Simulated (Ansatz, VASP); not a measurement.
Two plane-wave programs on InP

```
CELL_PARAMETERS angstrom
3.79252 0.00000 0.00000
-1.89626 3.28442 0.00000
0.00000 0.00000 3.51736
ATOMIC_POSITIONS crystal
In 0.00000 0.00000 0.00000
P 0.66667 0.33333 0.50000
```

Change from the starting cell: species swapped into the WC type (P-6m2, No. 187).

Alike in both runs: functional PBE; k mesh 6 × 6 × 6; occupations gaussian, width 0.1 eV; no spin polarisation.

Ansatz relaxed the structure, and its values are those at the end. VASP's run is a single point on that final structure, the one shown.

|  | VASP | Ansatz |
| --- | --- | --- |
| version | VASP 6.6.1 | Ansatz 0.2.0 |
| potentials or method | VASP PAW PBE potentials, release 64 (In_d, P), cutoff 520 eV | scalar-relativistic, plane waves, PAW |
| valence electrons in the cell | 18 | 18 |

```tsv
	VASP	Ansatz	Ansatz less VASP
gap on the k mesh at the Fermi level (eV)	none	none	-
pressure (GPa)	0.0	0.1	+0.03
```

A gap of «none» marks a metal or a gap that the smearing closes.
